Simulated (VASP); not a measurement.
# NaCaF3 (Pm-3m) in VASP: further runs

Runs on NaCaF3. Level: PBE. Tasks: single point.

Program: VASP 6.6.1. These are calculated values, not measurements. Logs are shortened: lines on timing, memory, paths and dates and some standing lists are left out, and cuts for length are marked.

## (1) The cell of the first run

Symmetry: Pm-3m, No. 221, cubic system. The conventional cell has a = 4.340 Å, b = 4.340 Å, c = 4.340 Å, α = 90.00°, β = 90.00°, γ = 90.00°. Within 4.0 Å of Na (site symmetry m-3m) lie 12 F at 3.07 Å and 8 Ca at 3.76 Å. Within 2.9 Å of Ca (site symmetry m-3m) lie 6 F at 2.17 Å. F (site symmetry 4/mmm) has 2 Ca at 2.17 Å within 2.9 Å.

## (2) Single point, PBE (volume changed by -6%)

The input, INCAR:

```
SYSTEM = NaCaF3
ALGO = Normal
EDIFF = 1E-7
ENCUT = 520
GGA = PE
ISIF = 2
ISMEAR = 0
LASPH = .TRUE.
LCHARG = .TRUE.
LELF = .TRUE.
LREAL = .FALSE.
LVHAR = .TRUE.
LWAVE = .FALSE.
NBANDS = 27
NELM = 60
PREC = Accurate
SIGMA = 0.01
```

The input, KPOINTS:

```
k-points
0
G
  6 6 6
  0 0 0
```

The input, POSCAR:

```
NaCaF3
1.0
    4.3397357038      0.0000000000      0.0000000000
    0.0000000000      4.3397357038      0.0000000000
    0.0000000000      0.0000000000      4.3397357038
Na Ca F
1 1 3
Direct
    0.0000000000      0.0000000000      0.0000000000
    0.5000000000      0.5000000000      0.5000000000
    0.5000000000      0.5000000000      0.0000000000
    0.5000000000      0.0000000000      0.5000000000
    0.0000000000      0.5000000000      0.5000000000
```

Potentials or basis: VASP PAW PBE potentials, release 64 (Na_pv, Ca_sv, F).

On the command line:

```console
cat potpaw_PBE.64/Na_pv/POTCAR potpaw_PBE.64/Ca_sv/POTCAR potpaw_PBE.64/F/POTCAR > POTCAR
mpirun -np 1 vasp_std > vasp.out
```

OUTCAR:

```text
SYSTEM = NaCaF3
   EDIFF = 1E-7
   ENCUT = 520
   GGA = PE
   ISIF = 2
   ISMEAR = 0
   LASPH = .TRUE.
   LREAL = .FALSE.
   NELM = 60
   PREC = Accurate

 ion  position               nearest neighbor table
   1  0.000  0.000  0.000-
   2  0.500  0.500  0.500-   3 2.17   4 2.17   5 2.17   3 2.17   4 2.17   5 2.17
   3  0.500  0.500  0.000-   2 2.17   2 2.17
   4  0.500  0.000  0.500-   2 2.17   2 2.17
   5  0.000  0.500  0.500-   2 2.17   2 2.17

  LATTYP: Found a simple cubic cell.
 ALAT       =     4.3397357038

  Lattice vectors:

 A1 = (   4.3397357038,   0.0000000000,   0.0000000000)
 A2 = (   0.0000000000,   4.3397357038,   0.0000000000)
 A3 = (   0.0000000000,   0.0000000000,   4.3397357038)

Analysis of symmetry for initial positions (statically):
=====================================================================
 Subroutine PRICEL returns:
 Original cell was already a primitive cell.

 Routine SETGRP: Setting up the symmetry group for a
 simple cubic supercell.

 Subroutine GETGRP returns: Found 48 space group operations
 (whereof 48 operations were pure point group operations)
 out of a pool of 48 trial point group operations.

The static configuration has the point symmetry O_h .

Analysis of symmetry for dynamics (positions and initial velocities):
=====================================================================
 Subroutine PRICEL returns:
 Original cell was already a primitive cell.

 Routine SETGRP: Setting up the symmetry group for a
 simple cubic supercell.

 Subroutine GETGRP returns: Found 48 space group operations
 (whereof 48 operations were pure point group operations)
 out of a pool of 48 trial point group operations.

The dynamic configuration has the point symmetry O_h .

 Subroutine INISYM returns: Found 48 space group operations
 (whereof 48 operations are pure point group operations),
 and found     1 'primitive' translations

----------------------------------------------------------------------------------------

                                     Primitive cell

  volume of cell :      81.7316

  direct lattice vectors                    reciprocal lattice vectors
     4.339735704  0.000000000  0.000000000     0.230428779  0.000000000  0.000000000
     0.000000000  4.339735704  0.000000000     0.000000000  0.230428779  0.000000000
     0.000000000  0.000000000  4.339735704     0.000000000  0.000000000  0.230428779

  length of vectors
     4.339735704  4.339735704  4.339735704     0.230428779  0.230428779  0.230428779

  position of ions in fractional coordinates (direct lattice)
     0.000000000  0.000000000  0.000000000
     0.500000000  0.500000000  0.500000000
     0.500000000  0.500000000  0.000000000
     0.500000000  0.000000000  0.500000000
     0.000000000  0.500000000  0.500000000

  ion indices of the primitive-cell ions
   primitive index   ion index
                 1           1
                 2           2
                 3           3
                 4           4
                 5           5

----------------------------------------------------------------------------------------

 KPOINTS: k-points

Automatic generation of k-mesh.
 Grid dimensions read from file:
 generate k-points for:    6    6    6

 Generating k-lattice:

  Cartesian coordinates                     Fractional coordinates (reciprocal lattice)
     0.038404797  0.000000000  0.000000000     0.166666667  0.000000000  0.000000000
     0.000000000  0.038404797  0.000000000     0.000000000  0.166666667  0.000000000
     0.000000000  0.000000000  0.038404797     0.000000000  0.000000000  0.166666667

  Length of vectors
     0.038404797  0.038404797  0.038404797

  Shift w.r.t. Gamma in fractional coordinates (k-lattice)
     0.000000000  0.000000000  0.000000000

 Subroutine IBZKPT returns following result:
 ===========================================

 Found     20 irreducible k-points:

 Following reciprocal coordinates:
            Coordinates               Weight
  0.000000  0.000000  0.000000      1.000000
  0.166667  0.000000  0.000000      6.000000
  0.333333  0.000000  0.000000      6.000000
  0.500000  0.000000  0.000000      3.000000
  0.166667  0.166667  0.000000     12.000000
  0.333333  0.166667  0.000000     24.000000
[... 12 lines left out ...]
  0.500000  0.500000  0.333333      6.000000
  0.500000  0.500000  0.500000      1.000000
   k-points           NKPTS =     20   k-points in BZ     NKDIM =     20   number of bands    NBANDS=     27
   number of dos      NEDOS =    301   number of ions     NIONS =      5
   total plane-waves  NPLWV =  32768
   dimension x,y,z NGX =    32 NGY =   32 NGZ =   32
   dimension x,y,z NGXF=    64 NGYF=   64 NGZF=   64
   ions per type =               1   1   3
   NGX,Y,Z   is equivalent  to a cutoff of  12.26, 12.26, 12.26 a.u.
   NGXF,Y,Z  is equivalent  to a cutoff of  24.52, 24.52, 24.52 a.u.
 SYSTEM =  NaCaF3
   PREC   = accura    normal or accurate (medium, high low for compatibility)
   ISTART =      0    job   : 0-new  1-cont  2-samecut
   ICHARG =      2    charge: 1-file 2-atom 10-const
   ISPIN  =      1    spin polarized calculation?
   LNONCOLLINEAR =      F non collinear calculations
   LSORBIT =      F    spin-orbit coupling
   LASPH  =      T    aspherical Exc in radial PAW
   ENCUT  =  520.0 eV  38.22 Ry    6.18 a.u.   8.07  8.07  8.07*2*pi/ulx,y,z
   NELM   =     60;   NELMIN=  2; NELMDL= -5     # of ELM steps
   EDIFF  = 0.1E-06   stopping-criterion for ELM
   LREAL  =      F    real-space projection
   EDIFFG = 0.1E-05   stopping-criterion for IOM
   NSW    =      0    number of steps for IOM
   IBRION =     -1    ionic relax: 0-MD 1-quasi-New 2-CG
   NFREE  =      0    steps in history (QN), initial steepest desc. (CG)
   ISIF   =      2    stress and relaxation
   ISYM   =      2    0-nonsym 1-usesym 2-fastsym
   POTIM  = 0.5000    time-step for ionic-motion
   TEBEG  =    0.0;   TEEND  =   0.0 temperature during run
   PSTRESS=    0.0 pullay stress
   NELECT =      38.0000    total number of electrons
   NUPDOWN=      -1.0000    fix difference up-down
   EMIN   =  10.00;   EMAX   =-10.00  energy-range for DOS
   EFERMI =   0.00;   METHOD = LEGACY
   ISMEAR =     0;   SIGMA  =   0.01  broadening in eV -4-tet -1-fermi 0-gaus
   EFERMI_NEDOS =   21; number of points for ismear=-14 and -15
   IALGO  =     38    algorithm
   IMIX   =      4    mixing-type and parameters
     AMIX     =   0.40;   BMIX     =  1.00
     AMIX_MAG =   1.60;   BMIX_MAG =  1.00
  volume/ion in A,a.u.               =      16.35       110.31
  Fermi-wavevector in a.u.,A,eV,Ry     =   1.268254  2.396652 21.884523  1.608467
  Thomas-Fermi vector in A             =   2.401358
   LORBIT       =      0    0 simple, 1 ext, 2 COOP (PROOUT), +10 PAW based schemes
   GGA     = PE    functional components
   LHFCALC =     F    Hartree Fock is set to
   AEXX    =    0.0000 exact exchange contribution
   IVDW    =     0    specifies the selected vdW correction
   LEPSILON=     F    determine dielectric tensor
   LRPA    =     F    only Hartree local field effects (RPA)
 non-spin polarized calculation
 Gauss-broadening in eV      SIGMA  =   0.01
  energy-cutoff  :      520.00
  volume of cell :       81.73
 maximum number of plane-waves:      2272
   NGX = 17   NGY = 17   NGZ = 17

 number of electron      37.9999956 magnetization

 Free energy of the ion-electron system (eV)
  ---------------------------------------------------
  ext. energy  EPLUGINS =         0.00000000
  ---------------------------------------------------
  free energy    TOTEN  =       -24.92357098 eV

  energy without entropy =      -24.92357098  energy(sigma->0) =      -24.92357098

 E-fermi :  -2.2453     XC(G=0):  -8.3263

 val. band max:       -2.4156751084   @ k =   0.5000   0.5000   0.5000
 cond. band min:       2.7565411773   @ k =   0.0000   0.0000   0.0000
 fundamental gap:      5.1722162857
 Fermi energy:        -2.2453189469

 k-point     1 :       0.0000    0.0000    0.0000
  band No.  band energies     occupation
      1     -37.3051      2.00000
      2     -23.6064      2.00000
      3     -23.6064      2.00000
      4     -23.6064      2.00000
      5     -21.7260      2.00000
      6     -21.6085      2.00000
[... 19 lines left out ...]
     26      10.5529      0.00000
     27      10.5529      0.00000

 k-point     2 :       0.1667    0.0000    0.0000
  band No.  band energies     occupation
      1     -37.3029      2.00000
      2     -23.6082      2.00000
      3     -23.6063      2.00000
      4     -23.6063      2.00000
      5     -21.8180      2.00000
      6     -21.6683      2.00000
[... 19 lines left out ...]
     26       9.9812      0.00000
     27      10.6080      0.00000

 k-point     3 :       0.3333    0.0000    0.0000
  band No.  band energies     occupation
      1     -37.2986      2.00000
      2     -23.6119      2.00000
      3     -23.6061      2.00000
      4     -23.6061      2.00000
      5     -22.0644      2.00000
      6     -21.6774      2.00000
[... 19 lines left out ...]
     26      10.4242      0.00000
     27      10.7620      0.00000

 k-point     4 :       0.5000    0.0000    0.0000
  band No.  band energies     occupation
      1     -37.2964      2.00000
      2     -23.6137      2.00000
      3     -23.6060      2.00000
      4     -23.6060      2.00000
      5     -22.1766      2.00000
      6     -21.6767      2.00000
[... 19 lines left out ...]
     26      10.6974      0.00000
     27      10.8707      0.00000

 k-point     5 :       0.1667    0.1667    0.0000
  band No.  band energies     occupation
      1     -37.3008      2.00000
      2     -23.6084      2.00000
      3     -23.6078      2.00000
      4     -23.6062      2.00000
      5     -21.8381      2.00000
      6     -21.7727      2.00000
[... 19 lines left out ...]
     26       9.9499      0.00000
     27      10.1060      0.00000

 k-point     6 :       0.3333    0.1667    0.0000
  band No.  band energies     occupation
      1     -37.2964      2.00000
      2     -23.6116      2.00000
      3     -23.6077      2.00000
      4     -23.6060      2.00000
      5     -22.0624      2.00000
      6     -21.8007      2.00000
[... 324 lines left out ...]
      1     -37.2855      2.00000
      2     -23.6104      2.00000
      3     -23.6088      2.00000
      4     -23.6088      2.00000
      5     -22.0687      2.00000
      6     -22.0469      2.00000
[... 19 lines left out ...]
     26       9.0084      0.00000
     27      10.8314      0.00000

 k-point    18 :       0.5000    0.3333    0.3333
  band No.  band energies     occupation
      1     -37.2834      2.00000
      2     -23.6104      2.00000
      3     -23.6093      2.00000
      4     -23.6081      2.00000
      5     -22.1671      2.00000
      6     -22.0601      2.00000
[... 19 lines left out ...]
     26      10.2317      0.00000
     27      10.2421      0.00000

 k-point    19 :       0.5000    0.5000    0.3333
  band No.  band energies     occupation
      1     -37.2812      2.00000
      2     -23.6097      2.00000
      3     -23.6097      2.00000
      4     -23.6080      2.00000
      5     -22.1665      2.00000
      6     -22.1665      2.00000
[... 19 lines left out ...]
     26       9.9033      0.00000
     27      10.2651      0.00000

 k-point    20 :       0.5000    0.5000    0.5000
  band No.  band energies     occupation
      1     -37.2790      2.00000
      2     -23.6088      2.00000
      3     -23.6088      2.00000
      4     -23.6088      2.00000
      5     -22.1668      2.00000
      6     -22.1668      2.00000
[... 19 lines left out ...]
     26      10.1286      0.00000
     27      10.2576      0.00000

------------------------ aborting loop because EDIFF is reached ----------------------------------------

  FORCE on cell =-STRESS in cart. coord.  units (eV):
  Direction    XX          YY          ZZ          XY          YZ          ZX
  --------------------------------------------------------------------------------------
  -------------------------------------------------------------------------------------
  Total        1.9069564      1.9069564      1.9069564      0.0000000     -0.0000000      0.0000000
  in kB       37.3819116     37.3819116     37.3819116      0.0000000     -0.0000000      0.0000000
  external PRESSURE =      37.3819116 kB  Pullay stress =       0.0000000 kB

 VOLUME and BASIS-vectors are now :
 -----------------------------------------------------------------------------
  energy-cutoff  :      520.00
  volume of cell :       81.73
      direct lattice vectors                 reciprocal lattice vectors
     4.339735704  0.000000000  0.000000000     0.230428779  0.000000000  0.000000000
     0.000000000  4.339735704  0.000000000     0.000000000  0.230428779  0.000000000
     0.000000000  0.000000000  4.339735704     0.000000000  0.000000000  0.230428779

 POSITION                                       TOTAL-FORCE (eV/Angst)
 -----------------------------------------------------------------------------------
      0.00000      0.00000      0.00000         0.000000      0.000000      0.000000
      2.16987      2.16987      2.16987         0.000000      0.000000      0.000000
      2.16987      2.16987      0.00000         0.000000      0.000000      0.000000
      2.16987      0.00000      2.16987         0.000000      0.000000      0.000000
      0.00000      2.16987      2.16987         0.000000      0.000000      0.000000
 -----------------------------------------------------------------------------------
    total drift:                                0.000000     -0.000000     -0.000000

  FREE ENERGIE OF THE ION-ELECTRON SYSTEM (eV)
  ---------------------------------------------------
  free  energy   TOTEN  =       -24.9235709768 eV

  energy  without entropy=      -24.9235709768  energy(sigma->0) =      -24.92357098
```

Run time: 13 s. Hardware: 1 thread of Intel Xeon 6975P-C (Granite Rapids), shared host; peak memory 0.19 GiB.

What came out:

* Free energy: -24.9236 eV
* Pressure: 3.7 GPa
* Band gap on the k mesh: 5.17 eV, indirect (least direct gap 5.29 eV)

(Continued in part 2 of 2.)
